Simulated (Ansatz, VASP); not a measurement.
Sb in VASP and in Ansatz

The input POSCAR:

```
Sb
1.0
    3.1600000000      0.0000000000      0.0000000000
    0.0000000000      3.1600000000      0.0000000000
    0.0000000000      0.0000000000      3.1600000000
Sb
1
Direct
    0.0000000000      0.0000000000      0.0000000000
```

The input INCAR.step1:

```
SYSTEM = Sb
PREC     = Accurate       ! precision mode
ENCUT    = 440            ! plane-wave cutoff, eV
EDIFF    = 1E-5           ! SCF threshold, eV
ISMEAR   = -1             ! smearing method
SIGMA    = 0.05           ! smearing width, eV
LREAL    = .False.        ! projectors in reciprocal space
LASPH    = .True.         ! aspherical terms in the spheres
NELM     = 120            ! most SCF steps
ALGO     = Normal         ! electronic algorithm
ISIF     = 2              ! what is computed and relaxed
LWAVE    = .True.         ! write WAVECAR
GGA      = PE             ! functional
NBANDS   = 14             ! bands
GGA_COMPAT= .False.
```

INCAR.step2

```
SYSTEM = Sb
PREC     = Accurate       ! precision mode
ENCUT    = 440            ! plane-wave cutoff, eV
EDIFF    = 1E-6           ! SCF threshold, eV
ISMEAR   = -1             ! smearing method
SIGMA    = 0.05           ! smearing width, eV
LREAL    = .False.        ! projectors in reciprocal space
LASPH    = .True.         ! aspherical terms in the spheres
NELM     = 120            ! most SCF steps
ALGO     = Normal         ! electronic algorithm
ISIF     = 2              ! what is computed and relaxed
LWAVE    = .False.        ! write WAVECAR
LCHARG   = .True.         ! write CHGCAR
METAGGA  = R2SCAN         ! meta-GGA
LHFCALC  = .True.         ! exact exchange
AEXX     = 0.25           ! exact-exchange fraction
LMIXTAU  = .True.       
PRECFOCK = Normal       
LELF     = .True.         ! ELF
LVHAR    = .True.       
ISTART   = 1            
NBANDS   = 14             ! bands
GGA_COMPAT= .False.
```

File KPOINTS:

```
regular mesh
0
Gamma
  4 4 4
  0 0 0
```

The input input:

```
crystal:
  lattice:
    - [3.16, 0.0, 0.0]
    - [0.0, 3.16, 0.0]
    - [0.0, 0.0, 3.16]
  atoms:
    - { symbol: Sb, position: [0.0, 0.0, 0.0] }
hamiltonian:
  xc: r2scan0
  pseudopotentials: { kind: paw }
kpoints:
  mp_grid: { grid: [4, 4, 4] }
scf:
  occupations: { method: fermi_dirac, width: 0.05 }
output:
  forces: true
  stress: true
  eigenvalues: true
```

Alike in both runs: task single point; functional r2SCAN0; k mesh 4 × 4 × 4; occupations fermi-dirac, width 0.05 eV; no spin polarisation.

|  | VASP | Ansatz |
| --- | --- | --- |
| version | VASP 6.6.1 | Ansatz 0.2.0 |
| potentials or method | VASP PAW PBE potentials, release 64 (Sb_d_GW) | Ansatz PAW |
| plane-wave cutoff (eV) | 440 | 500 |
| valence electrons in the cell | 15 | 15 |

|  | VASP | Ansatz | Ansatz less VASP |
| --- | --- | --- | --- |
| gap on the k mesh at the Fermi level (eV) | none | none | - |
| pressure (GPa) | -6.2 | -6.2 | +0.09 |

VASP's potentials were made for PBE, not for r2SCAN0. A gap of «none» marks a metal or a gap that the smearing closes. The functional is the same, so the differences come from potentials, cutoffs and numerics.

The k mesh is coarse, so the values compare programs but aren't converged. Spin-orbit coupling is off throughout.
